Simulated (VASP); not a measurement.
BaS:

```
Ba S
1.0
     0.00000    3.02209    3.02209
     3.02209    0.00000    3.02209
     3.02209    3.02209    0.00000
Ba S
1 1
Direct
  0.00000 0.00000 0.00000
  0.50000 0.50000 0.50000
```

This cell differs from its parent crystal: strain -5.9%.

Program: VASP 6.6.1. Alike in all runs: task single point; potentials or basis VASP PAW PBE potentials, release 64 (Ba_sv, S); no spin polarisation; cell as given; cutoff (eV) 520. Hardware: 1 thread of Intel Xeon 8259CL, with other jobs on the host.

Task: Order these runs on this cell by their wall time, lowest first.
A. level PBE; k mesh 8 × 8 × 8; smearing fermi-dirac 0.02 eV
B. level r2SCAN; k mesh 8 × 8 × 8; smearing gaussian 0.01 eV
C. level PBE; k mesh 4 × 4 × 4; smearing gaussian 0.01 eV

Result: C (8.2 s), A (32 s), B (99 s).

Caveats: some runs use coarse meshes.
